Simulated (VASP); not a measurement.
# Ti (I4/mmm) in VASP: further runs

The runs below take Ti through single point, with PBEsol.

All numbers are computed with VASP 6.6.1; they aren't measurements. Logs are shortened: lines on timing, memory, paths and dates and some standing lists are left out, and cuts for length are marked.

### 1 The cell of the first run

It takes space group I4/mmm (No. 139, tetragonal). Conventional cell: a = 3.019 Å, b = 3.019 Å, c = 3.282 Å, α = 90.00°, β = 90.00°, γ = 90.00°. Within 3.6 Å of Ti (site symmetry 4/mmm) lie 14 Ti at 2.69 to 3.28 Å.

### 2 Single point, PBEsol (strain -0.080 along x and y, +0.000 along z)

File INCAR:

```
  PREC = Accurate
  ENCUT = 520
  EDIFF = 1E-6
  ISMEAR = 0
  SIGMA = 0.15
  LREAL = F
  LASPH = T
  NELM = 100
  ALGO = Fast
  ISIF = 2
  LWAVE = F
  LCHARG = T
  GGA = PS
  LELF = T
  LVHAR = T
  NBANDS = 12
```

File KPOINTS:

```
Automatic mesh
0
Gamma
  20 20 20
```

File POSCAR:

```
Ti
1.0
   -1.5097200000      1.5097200000      1.6410000000
    1.5097200000     -1.5097200000      1.6410000000
    1.5097200000      1.5097200000     -1.6410000000
Ti
1
Direct
    0.0000000000      0.0000000000      0.0000000000
```

Potentials or basis: VASP PAW PBE potentials, release 64 (Ti_sv).

Command:

```bash
$ cat potpaw_PBE.64/Ti_sv/POTCAR > POTCAR
$ mpirun -np 1 vasp_std > vasp.out
```

OUTCAR:

```text
PREC = Accurate
   ENCUT = 520
   EDIFF = 1E-6
   ISMEAR = 0
   LREAL = F
   LASPH = T
   NELM = 100
   ISIF = 2
   GGA = PS

 ion  position               nearest neighbor table
   1  0.000  0.000  0.000-

  LATTYP: Found a body centered tetragonal cell.
 ALAT       =     3.0194400000
 C/A-ratio  =     1.0869565217

  Lattice vectors:

 A1 = (  -1.5097200000,   1.5097200000,   1.6410000000)
 A2 = (   1.5097200000,  -1.5097200000,   1.6410000000)
 A3 = (   1.5097200000,   1.5097200000,  -1.6410000000)

Analysis of symmetry for initial positions (statically):
=====================================================================
 Subroutine PRICEL returns:
 Original cell was already a primitive cell.

 Routine SETGRP: Setting up the symmetry group for a
 body centered tetragonal supercell.

 Subroutine GETGRP returns: Found 16 space group operations
 (whereof 16 operations were pure point group operations)
 out of a pool of 16 trial point group operations.

The static configuration has the point symmetry D_4h.

Analysis of symmetry for dynamics (positions and initial velocities):
=====================================================================
 Subroutine PRICEL returns:
 Original cell was already a primitive cell.

 Routine SETGRP: Setting up the symmetry group for a
 body centered tetragonal supercell.

 Subroutine GETGRP returns: Found 16 space group operations
 (whereof 16 operations were pure point group operations)
 out of a pool of 16 trial point group operations.

The dynamic configuration has the point symmetry D_4h.

 Subroutine INISYM returns: Found 16 space group operations
 (whereof 16 operations are pure point group operations),
 and found     1 'primitive' translations

----------------------------------------------------------------------------------------

                                     Primitive cell

  volume of cell :      14.9610

  direct lattice vectors                    reciprocal lattice vectors
    -1.509720000  1.509720000  1.641000000     0.000000000  0.331187240  0.304692261
     1.509720000 -1.509720000  1.641000000     0.331187240  0.000000000  0.304692261
     1.509720000  1.509720000 -1.641000000     0.331187240  0.331187240  0.000000000

  length of vectors
     2.692840500  2.692840500  2.692840500     0.450024846  0.450024846  0.468369487

  position of ions in fractional coordinates (direct lattice)
     0.000000000  0.000000000  0.000000000

  ion indices of the primitive-cell ions
   primitive index   ion index
                 1           1

----------------------------------------------------------------------------------------

 KPOINTS: Automatic mesh

Automatic generation of k-mesh.
 Grid dimensions read from file:
 generate k-points for:   20   20   20

 Generating k-lattice:

  Cartesian coordinates                     Fractional coordinates (reciprocal lattice)
     0.000000000  0.016559362  0.015234613     0.050000000  0.000000000  0.000000000
     0.016559362  0.000000000  0.015234613     0.000000000  0.050000000  0.000000000
     0.016559362  0.016559362  0.000000000     0.000000000  0.000000000  0.050000000

  Length of vectors
     0.022501242  0.022501242  0.023418474

  Shift w.r.t. Gamma in fractional coordinates (k-lattice)
     0.000000000  0.000000000  0.000000000

 Subroutine IBZKPT returns following result:
 ===========================================

 Found    641 irreducible k-points:

 Following reciprocal coordinates:
            Coordinates               Weight
  0.000000  0.000000  0.000000      1.000000
  0.050000  0.000000 -0.000000      8.000000
  0.100000  0.000000 -0.000000      8.000000
  0.150000  0.000000 -0.000000      8.000000
  0.200000  0.000000 -0.000000      8.000000
  0.250000  0.000000 -0.000000      8.000000
[... 16 lines left out ...]
 -0.400000  0.050000  0.000000     16.000000
 -0.350000  0.050000  0.000000     16.000000
 [... further k-points ...]
   k-points           NKPTS =    641   k-points in BZ     NKDIM =    641   number of bands    NBANDS=     12
   number of dos      NEDOS =    301   number of ions     NIONS =      1
   total plane-waves  NPLWV =   8000
   dimension x,y,z NGX =    20 NGY =   20 NGZ =   20
   dimension x,y,z NGXF=    40 NGYF=   40 NGZF=   40
   ions per type =               1
   NGX,Y,Z   is equivalent  to a cutoff of  12.35, 12.35, 12.35 a.u.
   NGXF,Y,Z  is equivalent  to a cutoff of  24.69, 24.69, 24.69 a.u.
 SYSTEM =  unknown system
   PREC   = accura    normal or accurate (medium, high low for compatibility)
   ISTART =      0    job   : 0-new  1-cont  2-samecut
   ICHARG =      2    charge: 1-file 2-atom 10-const
   ISPIN  =      1    spin polarized calculation?
   LNONCOLLINEAR =      F non collinear calculations
   LSORBIT =      F    spin-orbit coupling
   LASPH  =      T    aspherical Exc in radial PAW
   ENCUT  =  520.0 eV  38.22 Ry    6.18 a.u.   5.01  5.01  5.01*2*pi/ulx,y,z
   NELM   =    100;   NELMIN=  2; NELMDL= -5     # of ELM steps
   EDIFF  = 0.1E-05   stopping-criterion for ELM
   LREAL  =      F    real-space projection
   EDIFFG = 0.1E-04   stopping-criterion for IOM
   NSW    =      0    number of steps for IOM
   IBRION =     -1    ionic relax: 0-MD 1-quasi-New 2-CG
   NFREE  =      0    steps in history (QN), initial steepest desc. (CG)
   ISIF   =      2    stress and relaxation
   ISYM   =      2    0-nonsym 1-usesym 2-fastsym
   POTIM  = 0.5000    time-step for ionic-motion
   TEBEG  =    0.0;   TEEND  =   0.0 temperature during run
   PSTRESS=    0.0 pullay stress
   NELECT =      12.0000    total number of electrons
   NUPDOWN=      -1.0000    fix difference up-down
   EMIN   =  10.00;   EMAX   =-10.00  energy-range for DOS
   EFERMI =   0.00;   METHOD = LEGACY
   ISMEAR =     0;   SIGMA  =   0.15  broadening in eV -4-tet -1-fermi 0-gaus
   EFERMI_NEDOS =   21; number of points for ismear=-14 and -15
   IALGO  =     68    algorithm
   IMIX   =      4    mixing-type and parameters
     AMIX     =   0.40;   BMIX     =  1.00
     AMIX_MAG =   1.60;   BMIX_MAG =  1.00
  volume/ion in A,a.u.               =      14.96       100.96
  Fermi-wavevector in a.u.,A,eV,Ry     =   1.521066  2.874398 31.479016  2.313642
  Thomas-Fermi vector in A             =   2.629832
   LORBIT       =      0    0 simple, 1 ext, 2 COOP (PROOUT), +10 PAW based schemes
   GGA     = PS    functional components
   LHFCALC =     F    Hartree Fock is set to
   AEXX    =    0.0000 exact exchange contribution
   IVDW    =     0    specifies the selected vdW correction
   LEPSILON=     F    determine dielectric tensor
   LRPA    =     F    only Hartree local field effects (RPA)
 non-spin polarized calculation
 RMM-DIIS sequential band-by-band and
 Gauss-broadening in eV      SIGMA  =   0.15
  energy-cutoff  :      520.00
  volume of cell :       14.96
 maximum number of plane-waves:       418
   NGX =  9   NGY =  9   NGZ =  9

 number of electron      11.9999996 magnetization

 Free energy of the ion-electron system (eV)
  ---------------------------------------------------
  ext. energy  EPLUGINS =         0.00000000
  ---------------------------------------------------
  free energy    TOTEN  =        -8.19062109 eV

  energy without entropy =       -8.16895174  energy(sigma->0) =       -8.17978641

 E-fermi :   9.6187     XC(G=0): -12.3630

 val. band max:        9.6173704659   @ k =   0.5000   0.2500   0.1000
 cond. band min:       9.6194897905   @ k =  -0.3000  -0.4500   0.0500
 fundamental gap:      0.0021193246
 Fermi energy:         9.6187002960

 k-point     1 :       0.0000    0.0000    0.0000
  band No.  band energies     occupation
      1     -46.4439      2.00000
      2     -22.1685      2.00000
      3     -22.1685      2.00000
      4     -22.1659      2.00000
      5       3.3590      2.00000
      6      10.5130      0.00000
      7      10.5130      0.00000
      8      11.1844      0.00000
      9      12.3622      0.00000
     10      13.1508      0.00000
     11      27.1329      0.00000
     12      28.6794      0.00000

 k-point     2 :       0.0500    0.0000   -0.0000
  band No.  band energies     occupation
      1     -46.4382      2.00000
      2     -22.1958      2.00000
      3     -22.1761      2.00000
      4     -22.1672      2.00000
      5       3.4563      2.00000
      6      10.5036      0.00000
      7      10.5322      0.00000
      8      11.1936      0.00000
      9      12.3256      0.00000
     10      13.1256      0.00000
     11      27.1755      0.00000
     12      28.5892      0.00000

 k-point     3 :       0.1000    0.0000   -0.0000
  band No.  band energies     occupation
      1     -46.4217      2.00000
      2     -22.2779      2.00000
      3     -22.1979      2.00000
      4     -22.1674      2.00000
      5       3.7411      2.00000
      6      10.4607      0.00000
      7      10.5330      0.00000
      8      11.2813      0.00000
      9      12.2360      0.00000
     10      13.0681      0.00000
     11      27.2260      0.00000
     12      28.2453      0.00000
[... 286 lines left out ...]
 k-point    23 :      -0.4000    0.0500    0.0000
  band No.  band energies     occupation
      1     -46.2392      2.00000
      2     -23.1126      2.00000
      3     -22.4327      2.00000
      4     -22.1840      2.00000
      5       6.6612      2.00000
      6       9.4974      1.74729
      7      10.1707      0.00000
      8      12.3072      0.00000
      9      13.3158      0.00000
     10      14.0181      0.00000
     11      21.5746      0.00000
     12      25.0252      0.00000

 k-point    24 :      -0.3500    0.0500    0.0000
  band No.  band energies     occupation
      1     -46.2689      2.00000
      2     -22.9829      2.00000
      3     -22.3932      2.00000
      4     -22.1842      2.00000
      5       6.3378      2.00000
      6       9.6710      0.62197
      7       9.8953      0.00911
      8      12.2420      0.00000
      9      13.2078      0.00000
     10      13.4517      0.00000
     11      22.8353      0.00000
     12      25.6287      0.00000

 [... further k-points ...]

------------------------ aborting loop because EDIFF is reached ----------------------------------------

  FORCE on cell =-STRESS in cart. coord.  units (eV):
  Direction    XX          YY          ZZ          XY          YZ          ZX
  --------------------------------------------------------------------------------------
  -------------------------------------------------------------------------------------
  Total        1.2065919      1.2065919      1.2694130      0.0000000      0.0000000      0.0000000
  in kB      129.2140081    129.2140081    135.9415197      0.0000000      0.0000000      0.0000000
  external PRESSURE =     131.4565119 kB  Pullay stress =       0.0000000 kB

 VOLUME and BASIS-vectors are now :
 -----------------------------------------------------------------------------
  energy-cutoff  :      520.00
  volume of cell :       14.96
      direct lattice vectors                 reciprocal lattice vectors
    -1.509720000  1.509720000  1.641000000     0.000000000  0.331187240  0.304692261
     1.509720000 -1.509720000  1.641000000     0.331187240  0.000000000  0.304692261
     1.509720000  1.509720000 -1.641000000     0.331187240  0.331187240  0.000000000

 POSITION                                       TOTAL-FORCE (eV/Angst)
 -----------------------------------------------------------------------------------
      0.00000      0.00000      0.00000         0.000000      0.000000      0.000000
 -----------------------------------------------------------------------------------
    total drift:                                0.000000     -0.000000      0.000000

  FREE ENERGIE OF THE ION-ELECTRON SYSTEM (eV)
  ---------------------------------------------------
  free  energy   TOTEN  =        -8.1906210892 eV

  energy  without entropy=       -8.1689517370  energy(sigma->0) =       -8.17978641
```

It took 4 min on 1 thread of Intel Xeon 8259CL, shared host; peak memory 0.22 GiB.

What came out:

| Item | Value |
| --- | --- |
| Free energy | -8.1906 eV |
| Pressure | 13.1 GPa |
| Band gap on the k mesh | zero (bands 6 and 7 overlap by 1.81 eV) |

Caveat: the cell differs from its parent crystal (strain -0.080 along x and y, +0.000 along z); the cell stands under pressure; the PAW data sets were made with another functional, which shifts forces and pressure a little.

(Part 1 of 3 ends here.)
